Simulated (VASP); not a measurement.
Runs of VASP 6.6.1 on CaSe. It takes space group F-43m (No. 216, cubic). The conventional cell has a = 6.559 Å, b = 6.559 Å, c = 6.559 Å, α = 90.00°, β = 90.00°, γ = 90.00°. Ca (site symmetry -43m) has 4 Se at 2.84 Å within 3.7 Å. Se (site symmetry -43m) has 4 Ca at 2.84 Å within 3.7 Å. 

| level | smearing | grid for exact exchange (PRECFOCK) | share of exact exchange | screening parameter | gap on the mesh (eV) | pressure (GPa) |
| --- | --- | --- | --- | --- | --- | --- |
| PBE+D4 | gaussian 0.01 eV | - | - | - | 3.20 | -0.6 |
| PBE-based global hybrid | gaussian 0.01 eV | Normal | 0.75 | - | 8.16 | (b) |
| PBE | gaussian 0.01 eV | - | - | - | 3.20 | 0.6 |
| PBE0 | gaussian 0.01 eV | Normal | - | - | 4.78 | 0.2 |
| HSE06 | methfessel-paxton 0.001 eV | Normal | - | 0.2079 1/Å | (a) | (c) |

Alike in all rows: task single point; potentials or basis VASP PAW PBE potentials, release 64 (Ca_sv, Se); no spin polarisation; cell as given; k mesh 4 × 4 × 4; cutoff (eV) 520.

Estimate the missing entries.

(a) 4.09; (b) -0.4; (c) 0.3.

Caveats: the PAW data sets were made with another functional, which shifts forces and pressure a little (some runs).

A k mesh can miss the band edges, and the runs leave out spin-orbit coupling on Se.
